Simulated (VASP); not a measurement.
Runs of VASP 6.6.1 on RbBr. The structure is that of space group Fm-3m (No. 225), or close to it. The cells are those of the table. 

```tsv
cell	gap on the mesh (eV)	pressure (GPa)
a = 4.942 Å, angles 60.0°, 2 atoms	4.08	(b)
a = 4.831 Å, angles 60.0°, 2 atoms	4.23	0.1
a = 4.847 Å, angles 60.0°, 2 atoms	(a)	0.0
a = 4.863 Å, angles 60.0°, 2 atoms	(c)	-0.2
a = 4.911 Å, angles 60.0°, 2 atoms	4.12	-0.5
```

Alike in all rows: task electric field gradients; level PBEsol; potentials or basis VASP PAW PBE potentials, release 64 (Rb_sv, Br); no spin polarisation; k mesh 7 × 7 × 7; cutoff (eV) 520; smearing fermi-dirac 0.03 eV.

Fill in the values left out.

(a) 4.21; (b) -0.7; (c) 4.19.

Caveats: the PAW data sets were made with another functional, which shifts forces and pressure a little; an odd mesh through Γ misses points on the zone boundary, where band edges can lie.

A k mesh can miss the band edges, and the runs leave out spin-orbit coupling on Br, Rb.
